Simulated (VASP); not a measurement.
# Ta (Im-3m) in VASP: notebook

Runs on Ta. Level: PBEsol. Tasks: single point.

Program: VASP 6.6.1. These are calculated values, not measurements. Logs are shortened: lines on timing, memory, paths and dates and some standing lists are left out, and cuts for length are marked.

## (1) The cell of the first run

Symmetry: Im-3m, No. 229, cubic system. The conventional cell has a = 3.235 Å, b = 3.235 Å, c = 3.235 Å, α = 90.00°, β = 90.00°, γ = 90.00°. Ta (site symmetry m-3m) has 14 Ta at 2.80 to 3.24 Å within 3.7 Å.

## (2) Single point, PBEsol

Contents of INCAR:

```
  ALGO = Normal
  EDIFF = 1E-7
  ENCUT = 520
  GGA = PS
  ISIF = 2
  ISMEAR = -1
  LASPH = T
  LCHARG = F
  LREAL = F
  LWAVE = F
  NBANDS = 12
  NELM = 60
  PREC = Accurate
  SIGMA = 0.15
```

Contents of KPOINTS:

```
k-points
0
Gamma
  12 12 12
```

Contents of POSCAR:

```
Ta
1.0
   -1.6175709496      1.6175709496      1.6175709496
    1.6175709496     -1.6175709496      1.6175709496
    1.6175709496      1.6175709496     -1.6175709496
Ta
1
Direct
    0.0000000000      0.0000000000      0.0000000000
```

Potentials or basis: VASP PAW PBE potentials, release 64 (Ta_pv).

Started as:

```
$ cat potpaw_PBE.64/Ta_pv/POTCAR > POTCAR
$ mpirun -np 1 vasp_std > vasp.out
```

OUTCAR:

```text
EDIFF = 1E-7
   ENCUT = 520
   GGA = PS
   ISIF = 2
   ISMEAR = -1
   LASPH = T
   LREAL = F
   NELM = 60
   PREC = Accurate

 ion  position               nearest neighbor table
   1  0.000  0.000  0.000-

  LATTYP: Found a body centered cubic cell.
 ALAT       =     3.2351418992

  Lattice vectors:

 A1 = (  -1.6175709496,   1.6175709496,   1.6175709496)
 A2 = (   1.6175709496,  -1.6175709496,   1.6175709496)
 A3 = (   1.6175709496,   1.6175709496,  -1.6175709496)

Analysis of symmetry for initial positions (statically):
=====================================================================
 Subroutine PRICEL returns:
 Original cell was already a primitive cell.

 Routine SETGRP: Setting up the symmetry group for a
 body centered cubic supercell.

 Subroutine GETGRP returns: Found 48 space group operations
 (whereof 48 operations were pure point group operations)
 out of a pool of 48 trial point group operations.

The static configuration has the point symmetry O_h .

Analysis of symmetry for dynamics (positions and initial velocities):
=====================================================================
 Subroutine PRICEL returns:
 Original cell was already a primitive cell.

 Routine SETGRP: Setting up the symmetry group for a
 body centered cubic supercell.

 Subroutine GETGRP returns: Found 48 space group operations
 (whereof 48 operations were pure point group operations)
 out of a pool of 48 trial point group operations.

The dynamic configuration has the point symmetry O_h .

 Subroutine INISYM returns: Found 48 space group operations
 (whereof 48 operations are pure point group operations),
 and found     1 'primitive' translations

----------------------------------------------------------------------------------------

                                     Primitive cell

  volume of cell :      16.9297

  direct lattice vectors                    reciprocal lattice vectors
    -1.617570950  1.617570950  1.617570950     0.000000000  0.309105452  0.309105452
     1.617570950 -1.617570950  1.617570950     0.309105452  0.000000000  0.309105452
     1.617570950  1.617570950 -1.617570950     0.309105452  0.309105452  0.000000000

  length of vectors
     2.801715070  2.801715070  2.801715070     0.437141123  0.437141123  0.437141123

  position of ions in fractional coordinates (direct lattice)
     0.000000000  0.000000000  0.000000000

  ion indices of the primitive-cell ions
   primitive index   ion index
                 1           1

[... 72 lines left out ...]
   LREAL  =      F    real-space projection
   EDIFFG = 0.1E-05   stopping-criterion for IOM
   NSW    =      0    number of steps for IOM
   IBRION =     -1    ionic relax: 0-MD 1-quasi-New 2-CG
   NFREE  =      0    steps in history (QN), initial steepest desc. (CG)
   ISIF   =      2    stress and relaxation
   ISYM   =      2    0-nonsym 1-usesym 2-fastsym
   POTIM  = 0.5000    time-step for ionic-motion
   TEBEG  =    0.0;   TEEND  =   0.0 temperature during run
   PSTRESS=    0.0 pullay stress
   NELECT =      11.0000    total number of electrons
   NUPDOWN=      -1.0000    fix difference up-down
   EMIN   =  10.00;   EMAX   =-10.00  energy-range for DOS
   EFERMI =   0.00;   METHOD = LEGACY
   ISMEAR =    -1;   SIGMA  =   0.15  broadening in eV -4-tet -1-fermi 0-gaus
   EFERMI_NEDOS =   21; number of points for ismear=-14 and -15
   IALGO  =     38    algorithm
   IMIX   =      4    mixing-type and parameters
     AMIX     =   0.40;   BMIX     =  1.00
     AMIX_MAG =   1.60;   BMIX_MAG =  1.00
  volume/ion in A,a.u.               =      16.93       114.25
  Fermi-wavevector in a.u.,A,eV,Ry     =   1.417933  2.679505 27.354977  2.010534
  Thomas-Fermi vector in A             =   2.539111
   LORBIT       =      0    0 simple, 1 ext, 2 COOP (PROOUT), +10 PAW based schemes
   GGA     = PS    functional components
   LHFCALC =     F    Hartree Fock is set to
   AEXX    =    0.0000 exact exchange contribution
   IVDW    =     0    specifies the selected vdW correction
   LEPSILON=     F    determine dielectric tensor
   LRPA    =     F    only Hartree local field effects (RPA)
 non-spin polarized calculation
  energy-cutoff  :      520.00
  volume of cell :       16.93
 maximum number of plane-waves:       470
 NGX is ok and might be reduce to    24
   NGX = 11   NGY = 11   NGZ = 11

 number of electron      10.9999998 magnetization

 Free energy of the ion-electron system (eV)
  ---------------------------------------------------
  ext. energy  EPLUGINS =         0.00000000
  ---------------------------------------------------
  free energy    TOTEN  =       -12.57530891 eV

  energy without entropy =      -12.48639594  energy(sigma->0) =      -12.53085242

 E-fermi :   5.8596     XC(G=0): -13.0473

 val. band max:        5.8438352078   @ k =  -0.3333   0.3333   0.1667
 cond. band min:       5.8836711584   @ k =   0.3333   0.1667   0.0000
 fundamental gap:      0.0398359507
 Fermi energy:         5.8595681253

 k-point     1 :       0.0000    0.0000    0.0000
  band No.  band energies     occupation
      1     -26.9336      2.00000
      2     -26.9336      2.00000
      3     -26.9336      2.00000
      4      -2.3332      2.00000
      5       6.5517      0.01963
      6       6.5517      0.01963
      7       6.5517      0.01963
      8      10.0458      0.00000
      9      10.0458      0.00000
     10      20.7222      0.00000
     11      21.1636      0.00000
     12      21.1636      0.00000
[... 331 lines left out ...]
 k-point    24 :       0.4167    0.0833    0.0833
  band No.  band energies     occupation
      1     -28.2835      2.00000
      2     -27.4650      2.00000
      3     -27.0430      2.00000
      4       1.8349      2.00000
      5       4.0259      1.99999
      6       6.9808      0.00113
      7      10.2446      0.00000
      8      11.1230      0.00000
      9      15.3132      0.00000
     10      17.2527      0.00000
     11      18.8753      0.00000
     12      20.7405      0.00000

 [... further k-points ...]
[... 5 lines left out ...]
  --------------------------------------------------------------------------------------
  -------------------------------------------------------------------------------------
  Total        1.0369174      1.0369174      1.0369174      0.0000000     -0.0000000      0.0000000
  in kB       98.1306624     98.1306624     98.1306624      0.0000000     -0.0000000      0.0000000
  external PRESSURE =      98.1306624 kB  Pullay stress =       0.0000000 kB

 VOLUME and BASIS-vectors are now :
 -----------------------------------------------------------------------------
  energy-cutoff  :      520.00
  volume of cell :       16.93
      direct lattice vectors                 reciprocal lattice vectors
    -1.617570950  1.617570950  1.617570950     0.000000000  0.309105452  0.309105452
     1.617570950 -1.617570950  1.617570950     0.309105452  0.000000000  0.309105452
     1.617570950  1.617570950 -1.617570950     0.309105452  0.309105452  0.000000000

 POSITION                                       TOTAL-FORCE (eV/Angst)
 -----------------------------------------------------------------------------------
      0.00000      0.00000      0.00000        -0.000000      0.000000      0.000000
 -----------------------------------------------------------------------------------
    total drift:                               -0.000000      0.000000      0.000000

  FREE ENERGIE OF THE ION-ELECTRON SYSTEM (eV)
  ---------------------------------------------------
  free  energy   TOTEN  =       -12.5753089129 eV

  energy  without entropy=      -12.4863959359  energy(sigma->0) =      -12.53085242
```

OSZICAR:

```text
N       E                     dE             d eps       ncg     rms          rms(c)
DAV:   1     0.605490962586E+02    0.60549E+02   -0.60147E+03  1728   0.882E+02
DAV:   2    -0.120731894206E+02   -0.72622E+02   -0.70517E+02  1896   0.247E+02
DAV:   3    -0.130326593207E+02   -0.95947E+00   -0.95010E+00  1980   0.272E+01
DAV:   4    -0.130347372004E+02   -0.20779E-02   -0.20777E-02  1972   0.143E+00
DAV:   5    -0.130347433453E+02   -0.61449E-05   -0.61442E-05  2020   0.725E-02    0.154E+01
DAV:   6    -0.126866847313E+02    0.34806E+00   -0.26886E-01  2028   0.550E+00    0.767E+00
DAV:   7    -0.125771107849E+02    0.10957E+00   -0.24424E-01  1972   0.488E+00    0.389E-01
DAV:   8    -0.125753769772E+02    0.17338E-02   -0.51139E-03  1852   0.752E-01    0.147E-01
DAV:   9    -0.125753116841E+02    0.65293E-04   -0.16690E-04  1976   0.142E-01    0.238E-02
DAV:  10    -0.125753091636E+02    0.25206E-05   -0.37032E-06  1956   0.206E-02    0.424E-03
DAV:  11    -0.125753089482E+02    0.21536E-06   -0.93514E-08  1336   0.334E-03    0.415E-04
DAV:  12    -0.125753089129E+02    0.35376E-07   -0.59462E-09   972   0.885E-04
   1 F= -.12575309E+02 E0= -.12530852E+02  d E =-.889130E-01
```

It took 14 s on 1 thread of Intel Xeon Platinum 8375C at 2.90GHz (Ice Lake), shared host; peak memory 0.14 GiB.

Results:

```
Free energy : -12.5753 eV
Pressure    : 9.8 GPa
```

Levels at points of the mesh, in eV from the Fermi level:
```
           k point  band 1  band 2  band 3  band 4  band 5  band 6  band 7  band 8  band 9  band 10
(0.00, 0.00, 0.00)  -32.79  -32.79  -32.79   -8.19    0.69    0.69    0.69    4.19    4.19    14.86
(0.50, 0.00, 0.00)  -34.24  -33.25  -32.81   -4.70   -1.77    1.89    4.11    5.22    8.42    12.23
(0.50, 0.50, 0.50)  -33.79  -33.79  -33.79   -4.23   -4.23    7.34    7.34    7.34    9.22     9.22
```

Caveat: the PAW data sets were made with another functional, which shifts forces and pressure a little; spin-orbit coupling is left out, which moves the levels of the heavy elements.

(Continued in part 2 of 2.)
